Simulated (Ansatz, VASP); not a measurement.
## Ti2In: VASP beside Ansatz

```xyz
3
Lattice="4.7352 0.0000 0.0000 -2.3676 4.1008 0.0000 0.0000 0.0000 2.8795" Properties=species:S:1:pos:R:3 pbc="T T T"
Ti    0.0000    2.7338    1.4397
Ti    2.3676    1.3669    1.4397
In    0.0000    0.0000    0.0000
```

Change from the starting cell: species swapped into the YHg2 type (P6/mmm, No. 191).

Alike in both runs: functional PBE; k mesh 12 × 12 × 16; occupations gaussian, width 0.1 eV; collinear spin.

Ansatz relaxed the structure, and its values are those at the end. VASP's run is a single point on that final structure, the one shown.

|  | VASP | Ansatz |
| --- | --- | --- |
| version | VASP 6.6.1 | Ansatz 0.2.0 |
| potentials or method | VASP PAW PBE potentials, release 64 (Ti_sv, In_d), cutoff 520 eV | scalar-relativistic, plane waves, PAW |
| valence electrons in the cell | 37 | 37 |

|  | VASP | Ansatz | Ansatz less VASP |
| --- | --- | --- | --- |
| gap on the k mesh at the Fermi level (eV) | none | none | - |
| pressure (GPa) | -0.1 | 0.0 | +0.05 |
| net moment per atom (μB) | 0.59 | 0.59 | 0.000 |
| size of the moment on the site where the two differ most (μB) | 0.03 | 0.02 | -0.012 |

Site moments also hang on the region over which each program counts them. A gap of «none» marks a metal or a gap that the smearing closes. The functional is the same, so the differences come from potentials, cutoffs and numerics.
